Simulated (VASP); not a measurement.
# BN (P6_3mc) in VASP: notebook

Runs on BN. Level: PBE. Tasks: single point.

Program: VASP 6.6.1. These are calculated values, not measurements. Logs are shortened: lines on timing, memory, paths and dates and some standing lists are left out, and cuts for length are marked.

**1. The cell of the first run**

The structure is hexagonal, space group P6_3mc (No. 186). The conventional cell has a = 2.579 Å, b = 2.579 Å, c = 4.227 Å, α = 90.00°, β = 90.00°, γ = 120.00°. Within 2.1 Å of B (site symmetry 3m) lie 4 N at 1.58 Å. N (site symmetry 3m) has 4 B at 1.58 Å within 2.1 Å.

**2. Single point, PBE (strain +0.0100 x Voigt [1, 1, 0, 0, 0, 0])**

Input file INCAR:

```
SYSTEM = BN
PREC = Accurate
ENCUT = 520
EDIFF = 1E-7
ISMEAR = 0
SIGMA = 0.05
LREAL = .False.
LASPH = .True.
NELM = 60
ALGO = Normal
ISIF = 2
LWAVE = .False.
LCHARG = .False.
GGA = PE
NBANDS = 16
```

Input file KPOINTS:

```
Automatic mesh
0
Gamma
  12 12 6
  0 0 0
```

Input file POSCAR:

```
BN
1.0
    2.5794789977      0.0000000000      0.0000000000
   -1.2897394989      2.2338943405      0.0000000000
    0.0000000000      0.0000000000      4.2268550000
B N
2 2
Direct
    0.6666666667      0.3333333333      0.9997240000
    0.3333333333      0.6666666667      0.4997240000
    0.6666666667      0.3333333333      0.6252760000
    0.3333333333      0.6666666667      0.1252760000
```

Potentials or basis: VASP PAW PBE potentials, release 64 (B, N).

Started as:

```sh
cat potpaw_PBE.64/B/POTCAR potpaw_PBE.64/N/POTCAR > POTCAR
mpirun -np 1 vasp_std > vasp.out
```

OUTCAR:

```text
SYSTEM = BN
   PREC = Accurate
   ENCUT = 520
   EDIFF = 1E-7
   ISMEAR = 0
   LREAL = .False.
   LASPH = .True.
   NELM = 60
   ISIF = 2
   GGA = PE

 ion  position               nearest neighbor table
   1  0.667  0.333  1.000-   4 1.58   4 1.58   4 1.58   3 1.58
   2  0.333  0.667  0.500-   3 1.58   3 1.58   3 1.58   4 1.58
   3  0.667  0.333  0.625-   2 1.58   2 1.58   2 1.58   1 1.58
   4  0.333  0.667  0.125-   1 1.58   1 1.58   1 1.58   2 1.58

  LATTYP: Found a hexagonal cell.
 ALAT       =     2.5794789977
 C/A-ratio  =     1.6386467980

  Lattice vectors:

 A1 = (   2.5794789977,   0.0000000000,   0.0000000000)
 A2 = (  -1.2897394989,   2.2338943405,   0.0000000000)
 A3 = (   0.0000000000,   0.0000000000,   4.2268550000)

Analysis of symmetry for initial positions (statically):
=====================================================================
 Subroutine PRICEL returns:
 Original cell was already a primitive cell.

 Routine SETGRP: Setting up the symmetry group for a
 hexagonal supercell.

 Subroutine GETGRP returns: Found 12 space group operations
 (whereof  6 operations were pure point group operations)
 out of a pool of 24 trial point group operations.

The static configuration has the point symmetry C_3v.
 The point group associated with its full space group is C_6v.

Analysis of symmetry for dynamics (positions and initial velocities):
=====================================================================
 Subroutine PRICEL returns:
 Original cell was already a primitive cell.

 Routine SETGRP: Setting up the symmetry group for a
 hexagonal supercell.

 Subroutine GETGRP returns: Found 12 space group operations
 (whereof  6 operations were pure point group operations)
 out of a pool of 24 trial point group operations.

The dynamic configuration has the point symmetry C_3v.
 The point group associated with its full space group is C_6v.

 Subroutine INISYM returns: Found 12 space group operations
 (whereof  6 operations are pure point group operations),
 and found     1 'primitive' translations

----------------------------------------------------------------------------------------

                                     Primitive cell

  volume of cell :      24.3563

  direct lattice vectors                    reciprocal lattice vectors
     2.579478998  0.000000000  0.000000000     0.387675186  0.223824373  0.000000000
    -1.289739499  2.233894341  0.000000000     0.000000000  0.447648746  0.000000000
     0.000000000  0.000000000  4.226855000     0.000000000  0.000000000  0.236582518

  length of vectors
     2.579478998  2.579478998  4.226855000     0.447648746  0.447648746  0.236582518

  position of ions in fractional coordinates (direct lattice)
     0.666666667  0.333333333  0.999724000
     0.333333333  0.666666667  0.499724000
     0.666666667  0.333333333  0.625276000
     0.333333333  0.666666667  0.125276000

  ion indices of the primitive-cell ions
   primitive index   ion index
                 1           1
                 2           2
                 3           3
                 4           4

----------------------------------------------------------------------------------------

 KPOINTS: Automatic mesh

Automatic generation of k-mesh.
 Grid dimensions read from file:
 generate k-points for:   12   12    6

 Generating k-lattice:

  Cartesian coordinates                     Fractional coordinates (reciprocal lattice)
     0.032306265  0.018652031  0.000000000     0.083333333  0.000000000  0.000000000
     0.000000000  0.037304062  0.000000000     0.000000000  0.083333333  0.000000000
     0.000000000  0.000000000  0.039430420     0.000000000  0.000000000  0.166666667

  Length of vectors
     0.037304062  0.037304062  0.039430420

  Shift w.r.t. Gamma in fractional coordinates (k-lattice)
     0.000000000  0.000000000  0.000000000

 Subroutine IBZKPT returns following result:
 ===========================================

 Found     76 irreducible k-points:

 Following reciprocal coordinates:
            Coordinates               Weight
  0.000000  0.000000  0.000000      1.000000
  0.083333  0.000000  0.000000      6.000000
  0.166667  0.000000  0.000000      6.000000
  0.250000  0.000000  0.000000      6.000000
  0.333333  0.000000  0.000000      6.000000
  0.416667  0.000000  0.000000      6.000000
[... 16 lines left out ...]
  0.250000  0.000000  0.166667     12.000000
  0.333333  0.000000  0.166667     12.000000
 [... further k-points ...]
   k-points           NKPTS =     76   k-points in BZ     NKDIM =     76   number of bands    NBANDS=     16
   number of dos      NEDOS =    301   number of ions     NIONS =      4
   total plane-waves  NPLWV =  12800
   dimension x,y,z NGX =    20 NGY =   20 NGZ =   32
   dimension x,y,z NGXF=    40 NGYF=   40 NGZF=   64
   ions per type =               2   2
   NGX,Y,Z   is equivalent  to a cutoff of  12.89, 12.89, 12.59 a.u.
   NGXF,Y,Z  is equivalent  to a cutoff of  25.78, 25.78, 25.17 a.u.
 SYSTEM =  BN
   PREC   = accura    normal or accurate (medium, high low for compatibility)
   ISTART =      0    job   : 0-new  1-cont  2-samecut
   ICHARG =      2    charge: 1-file 2-atom 10-const
   ISPIN  =      1    spin polarized calculation?
   LNONCOLLINEAR =      F non collinear calculations
   LSORBIT =      F    spin-orbit coupling
   LASPH  =      T    aspherical Exc in radial PAW
   ENCUT  =  520.0 eV  38.22 Ry    6.18 a.u.   4.80  4.80  7.86*2*pi/ulx,y,z
   NELM   =     60;   NELMIN=  2; NELMDL= -5     # of ELM steps
   EDIFF  = 0.1E-06   stopping-criterion for ELM
   LREAL  =      F    real-space projection
   EDIFFG = 0.1E-05   stopping-criterion for IOM
   NSW    =      0    number of steps for IOM
   IBRION =     -1    ionic relax: 0-MD 1-quasi-New 2-CG
   NFREE  =      0    steps in history (QN), initial steepest desc. (CG)
   ISIF   =      2    stress and relaxation
   ISYM   =      2    0-nonsym 1-usesym 2-fastsym
   POTIM  = 0.5000    time-step for ionic-motion
   TEBEG  =    0.0;   TEEND  =   0.0 temperature during run
   PSTRESS=    0.0 pullay stress
   NELECT =      16.0000    total number of electrons
   NUPDOWN=      -1.0000    fix difference up-down
   EMIN   =  10.00;   EMAX   =-10.00  energy-range for DOS
   EFERMI =   0.00;   METHOD = LEGACY
   ISMEAR =     0;   SIGMA  =   0.05  broadening in eV -4-tet -1-fermi 0-gaus
   EFERMI_NEDOS =   21; number of points for ismear=-14 and -15
   IALGO  =     38    algorithm
   IMIX   =      4    mixing-type and parameters
     AMIX     =   0.40;   BMIX     =  1.00
     AMIX_MAG =   1.60;   BMIX_MAG =  1.00
  volume/ion in A,a.u.               =       6.09        41.09
  Fermi-wavevector in a.u.,A,eV,Ry     =   1.423129  2.689323 27.555814  2.025295
  Thomas-Fermi vector in A             =   2.543759
   LORBIT       =      0    0 simple, 1 ext, 2 COOP (PROOUT), +10 PAW based schemes
   GGA     = PE    functional components
   LHFCALC =     F    Hartree Fock is set to
   AEXX    =    0.0000 exact exchange contribution
   IVDW    =     0    specifies the selected vdW correction
   LEPSILON=     F    determine dielectric tensor
   LRPA    =     F    only Hartree local field effects (RPA)
 non-spin polarized calculation
 Gauss-broadening in eV      SIGMA  =   0.05
  energy-cutoff  :      520.00
  volume of cell :       24.36
 maximum number of plane-waves:       668
 NGX is ok and might be reduce to    20
   NGX =  9   NGY =  9   NGZ = 15

 number of electron      16.0000000 magnetization

 Free energy of the ion-electron system (eV)
  ---------------------------------------------------
  ext. energy  EPLUGINS =         0.00000000
  ---------------------------------------------------
  free energy    TOTEN  =       -34.81944347 eV

  energy without entropy =      -34.81944347  energy(sigma->0) =      -34.81944347

 E-fermi :   7.4830     XC(G=0): -12.6624

 val. band max:        7.1802431830   @ k =   0.0000   0.0000   0.0000
 cond. band min:      12.4385515758   @ k =   0.3333   0.3333   0.0000
 fundamental gap:      5.2583083927
 Fermi energy:         7.4829884623

 k-point     1 :       0.0000    0.0000    0.0000
  band No.  band energies     occupation
      1     -12.8752      2.00000
      2      -8.7817      2.00000
      3      -3.4327      2.00000
      4       5.0511      2.00000
      5       5.0511      2.00000
      6       6.9398      2.00000
[... 8 lines left out ...]
     15      18.8460      0.00000
     16      23.1329      0.00000

 k-point     2 :       0.0833    0.0000    0.0000
  band No.  band energies     occupation
      1     -12.7287      2.00000
      2      -8.6714      2.00000
      3      -3.2876      2.00000
      4       4.3754      2.00000
      5       4.7799      2.00000
      6       6.6109      2.00000
[... 8 lines left out ...]
     15      19.2687      0.00000
     16      22.9148      0.00000

 k-point     3 :       0.1667    0.0000    0.0000
  band No.  band energies     occupation
      1     -12.2943      2.00000
      2      -8.3571      2.00000
      3      -2.8581      2.00000
      4       2.7573      2.00000
      5       4.1420      2.00000
      6       5.2334      2.00000
[... 8 lines left out ...]
     15      20.3700      0.00000
     16      22.2818      0.00000

 k-point     4 :       0.2500    0.0000    0.0000
  band No.  band energies     occupation
      1     -11.5896      2.00000
      2      -7.9020      2.00000
      3      -2.1649      2.00000
      4       0.8511      2.00000
      5       3.4262      2.00000
      6       3.5162      2.00000
[... 8 lines left out ...]
     15      21.7971      0.00000
     16      22.2449      0.00000
[... 324 lines left out ...]
 k-point    22 :       0.1667    0.0000    0.1667
  band No.  band energies     occupation
      1     -12.1330      2.00000
      2      -8.8724      2.00000
      3      -2.0861      2.00000
      4       2.9041      2.00000
      5       4.2731      2.00000
      6       4.7822      2.00000
[... 8 lines left out ...]
     15      20.0586      0.00000
     16      22.2362      0.00000

 k-point    23 :       0.2500    0.0000    0.1667
  band No.  band energies     occupation
      1     -11.4334      2.00000
      2      -8.3577      2.00000
      3      -1.5473      2.00000
      4       1.0788      2.00000
      5       3.0726      2.00000
      6       3.5647      2.00000
[... 8 lines left out ...]
     15      21.4679      0.00000
     16      22.3242      0.00000

 k-point    24 :       0.3333    0.0000    0.1667
  band No.  band energies     occupation
      1     -10.5113      2.00000
      2      -7.8149      2.00000
      3      -1.4425      2.00000
      4       0.0224      2.00000
      5       1.3550      2.00000
      6       2.9660      2.00000
[... 8 lines left out ...]
     15      22.8086      0.00000
     16      23.0594      0.00000

 [... further k-points ...]
[... 5 lines left out ...]
  --------------------------------------------------------------------------------------
  -------------------------------------------------------------------------------------
  Total       -1.4685516     -1.4685516     -0.2196993      0.0000000      0.0000000      0.0000000
  in kB      -96.6023771    -96.6023771    -14.4519766      0.0000000      0.0000000      0.0000000
  external PRESSURE =     -69.2189102 kB  Pullay stress =       0.0000000 kB

 VOLUME and BASIS-vectors are now :
 -----------------------------------------------------------------------------
  energy-cutoff  :      520.00
  volume of cell :       24.36
      direct lattice vectors                 reciprocal lattice vectors
     2.579478998  0.000000000  0.000000000     0.387675186  0.223824373  0.000000000
    -1.289739499  2.233894341  0.000000000     0.000000000  0.447648746  0.000000000
     0.000000000  0.000000000  4.226855000     0.000000000  0.000000000  0.236582518

 POSITION                                       TOTAL-FORCE (eV/Angst)
 -----------------------------------------------------------------------------------
      1.28974      0.74463      4.22569        -0.000000      0.000000      0.030040
     -0.00000      1.48926      2.11226        -0.000000     -0.000000      0.030040
      1.28974      0.74463      2.64295         0.000000     -0.000000     -0.030040
     -0.00000      1.48926      0.52952        -0.000000      0.000000     -0.030040
 -----------------------------------------------------------------------------------
    total drift:                                0.000000      0.000000      0.000043

  FREE ENERGIE OF THE ION-ELECTRON SYSTEM (eV)
  ---------------------------------------------------
  free  energy   TOTEN  =       -34.8194434671 eV

  energy  without entropy=      -34.8194434671  energy(sigma->0) =      -34.81944347
```

Run time: 11 s. Hardware: 1 thread of Intel Xeon 6975P-C (Granite Rapids), shared host; peak memory 0.14 GiB.

Results:

```
Free energy            : -34.8194 eV
Pressure               : -6.9 GPa
Largest force          : 0.030 eV/Å
Band gap on the k mesh : 5.26 eV, indirect (least direct gap 8.09 eV)
```

Forces in eV/Å, atoms in the order of the input:
```
B    0.000  0.000  0.030
B    0.000  0.000  0.030
N    0.000  0.000 -0.030
N    0.000  0.000 -0.030
```

Stress tensor (GPa, compression positive):
```
-9.66  0.00  0.00
 0.00 -9.66  0.00
 0.00  0.00 -1.45
```

Levels at points of the mesh, in eV from the valence-band top:
```csv
k point,band 6,band 7,band 8,band 9,band 10,band 11
"(0.00, 0.00, 0.00)",-0.24,0.00,0.00,8.16,8.16,8.73
"(0.50, 0.00, 0.00)",-4.88,-4.29,-2.01,6.51,7.93,10.38
"(0.00, 0.00, 0.50)",-1.18,-1.18,-1.18,9.09,9.09,9.71
"(0.50, 0.00, 0.50)",-3.67,-3.43,-3.43,6.51,6.51,9.89
```

Caveat: the cell differs from its parent crystal (strain +0.0100 x Voigt [1, 1, 0, 0, 0, 0]). A k mesh can miss the band edges.

**3. Single point, PBE (strain +0.0175 x Voigt [1, 1, 0, 0, 0, 0])**

INCAR: that of step 2 with these lines changed.

```diff
@@ -12,4 +12,6 @@
 LWAVE = .False.
-LCHARG = .False.
+LCHARG = .True.
 GGA = PE
+LELF = .True.
+LVHAR = .True.
 NBANDS = 16
```

KPOINTS is that of step 2.

POSCAR: that of step 2 with these lines changed.

```diff
@@ -2,4 +2,4 @@
 1.0
-    2.5794789977      0.0000000000      0.0000000000
-   -1.2897394989      2.2338943405      0.0000000000
+    2.5986335447      0.0000000000      0.0000000000
+   -1.2993167724      2.2504826648      0.0000000000
     0.0000000000      0.0000000000      4.2268550000
```

Potentials or basis: VASP PAW PBE potentials, release 64 (B, N).

Started as:

```sh
cat potpaw_PBE.64/B/POTCAR potpaw_PBE.64/N/POTCAR > POTCAR
mpirun -np 1 vasp_std > vasp.out
```

It took 12 s on 1 thread of Intel Xeon 6975P-C (Granite Rapids), shared host; peak memory 0.13 GiB.

The run converged. Its results:

* Free energy: -34.7901 eV
* Pressure: -11.8 GPa
* Largest force: 0.034 eV/Å
* Band gap on the k mesh: 5.30 eV, indirect (least direct gap 7.95 eV)

Forces on the atoms (eV/Å):
```
B    0.000  0.000  0.034
B    0.000  0.000  0.034
N    0.000  0.000 -0.034
N    0.000  0.000 -0.034
```

Stress tensor (GPa, compression positive):
```
-16.61   0.00   0.00
  0.00 -16.61   0.00
  0.00   0.00  -2.24
```

Levels at points of the mesh, in eV from the valence-band top:
```
           k point  band 5  band 6  band 7  band 8  band 9  band 10  band 11  band 12
(0.00, 0.00, 0.00)   -2.15   -0.22    0.00    0.00    8.04     8.04     8.67     8.88
(0.50, 0.00, 0.00)   -6.69   -4.85   -4.23   -1.95    6.39     7.93    10.25    10.99
(0.00, 0.00, 0.50)   -1.20   -1.20   -1.20   -1.20    8.85     8.85     9.59     9.59
(0.50, 0.00, 0.50)   -3.63   -3.63   -3.35   -3.35    6.46     6.46     9.84     9.84
```

Caveat: the cell differs from its parent crystal (strain +0.0175 x Voigt [1, 1, 0, 0, 0, 0]). A k mesh can miss the band edges.

**4. Single point, PBE**

Input file INCAR:

```
  ALGO = Normal
  EDIFF = 1E-6
  ENCUT = 520
  GGA = PE
  ISIF = 2
  ISMEAR = 0
  LASPH = T
  LCHARG = F
  LREAL = F
  LWAVE = F
  NBANDS = 16
  NELM = 80
  PREC = Accurate
  SIGMA = 0.05
```

Input file KPOINTS:

```
k-points
0
Gamma
  12 12 6
```

POSCAR: that of step 3 with these lines changed.

```diff
@@ -2,4 +2,4 @@
 1.0
-    2.5986335447      0.0000000000      0.0000000000
-   -1.2993167724      2.2504826648      0.0000000000
+    2.5794789977      0.0000000000      0.0000000000
+   -1.2897394989      2.2338943405      0.0000000000
     0.0000000000      0.0000000000      4.2268550000
```

Started as:

```sh
cat potpaw_PBE.64/B/POTCAR potpaw_PBE.64/N/POTCAR > POTCAR
mpirun -np 1 vasp_std > vasp.out
```

It took 11 s on 1 thread of Intel Xeon 6975P-C (Granite Rapids), shared host; peak memory 0.14 GiB.

The run converged. Its results:

```yaml
Free_energy: -34.8194 eV
Pressure: -6.9 GPa
Largest_force: 0.030 eV/Å
Band_gap_on_the_k_mesh: 5.26 eV, indirect (least direct gap 8.09 eV)
```

Forces on the atoms (eV/Å):
```
B    0.000  0.000  0.030
B    0.000  0.000  0.030
N    0.000  0.000 -0.030
N    0.000  0.000 -0.030
```

Stress tensor (GPa, compression positive):
```
-9.65  0.00  0.00
 0.00 -9.65  0.00
 0.00  0.00 -1.44
```

Levels at points of the mesh, in eV from the valence-band top:
```
           k point  band 5  band 6  band 7  band 8  band 9  band 10  band 11  band 12
(0.00, 0.00, 0.00)   -2.13   -0.24    0.00    0.00    8.16     8.16     8.73     8.99
(0.50, 0.00, 0.00)   -6.76   -4.88   -4.29   -2.01    6.51     7.93    10.38    11.16
(0.00, 0.00, 0.50)   -1.18   -1.18   -1.18   -1.18    9.09     9.09     9.71     9.71
(0.50, 0.00, 0.50)   -3.67   -3.67   -3.43   -3.43    6.51     6.51     9.89     9.89
```
